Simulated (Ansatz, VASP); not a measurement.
**SnO2: VASP beside Ansatz**

INCAR

```
SYSTEM = SnO2
PREC = Accurate
ENCUT = 600
EDIFF = 1E-6
ISMEAR = 0
SIGMA = 0.01
LREAL = .False.
LASPH = .True.
NELM = 100
ALGO = Normal
ISIF = 3
LWAVE = .False.
LCHARG = .False.
GGA = B5
ALDAX = 1.0
AGGAX = 1.0
AGGAC = 1.0
ALDAC = 0.0
IVDW = 12
VDW_S6 = 1.0
VDW_S8 = 2.6996
VDW_A1 = 0.4298
VDW_A2 = 4.2359
IBRION = 2
NSW = 80
EDIFFG = -0.005
```

KPOINTS

```
regular mesh
0
Gamma
  6 4 6
  0 0 0
```

POSCAR

```
SnO2
1.0
    4.7880040000      0.0000000000      0.0000000000
    0.0000000000      4.8665820000      0.0000000000
    0.0000000000      0.0000000000      3.2408980000
Sn O
2 4
Direct
    0.5000000000      0.5000000000      0.5000000000
    0.0000000000      0.0000000000      0.0000000000
    0.2918550000      0.3210420000      0.0000000000
    0.7918550000      0.1789580000      0.5000000000
    0.2081450000      0.8210420000      0.5000000000
    0.7081450000      0.6789580000      0.0000000000
```

Input for Ansatz:

```yaml
crystal:
  lattice:
    - [4.788004, 0.0, 0.0]
    - [0.0, 4.866582, 0.0]
    - [0.0, 0.0, 3.240898]
  atoms:
    - { symbol: Sn, position: [0.5, 0.5, 0.5] }
    - { symbol: Sn, position: [0.0, 0.0, 0.0] }
    - { symbol: O, position: [0.291855, 0.321042, 0.0] }
    - { symbol: O, position: [0.791855, 0.178958, 0.5] }
    - { symbol: O, position: [0.208145, 0.821042, 0.5] }
    - { symbol: O, position: [0.708145, 0.678958, 0.0] }
basis:
  ecutwfc: 421.77648681281397
kpoints:
  mp_grid:
    grid: [6, 4, 6]
hamiltonian:
  xc: blyp
  dispersion: d3bj
scf:
  convergence:
    dr2_threshold: 1.0e-09
  occupations:
    method: fixed
relax:
  f_tol: 0.005
  max_steps: 60
  cell: {}
```

Alike in both runs: task relaxation of cell and atoms; functional BLYP; dispersion D3(BJ); k mesh 6 × 4 × 6; no spin polarisation.

|  | VASP | Ansatz |
| --- | --- | --- |
| version | VASP 6.6.1 | Ansatz 0.2.0 |
| potentials or method | VASP PAW PBE potentials, release 64 (Sn_d, O), cutoff 600 eV | plane waves, PAW |
| occupations | gaussian, width 0.01 eV | fixed |
| valence electrons in the cell | 52 | 52 |

```tsv
	VASP	Ansatz	Ansatz less VASP
relaxed volume (Å³/atom)	12.53	12.48	-0.053
relaxed cell length with the largest relative difference (Å)	3.254	3.248	-0.0062
```

VASP's potentials were made for PBE, not for BLYP. Ansatz's warnings: stress scf threshold loose.
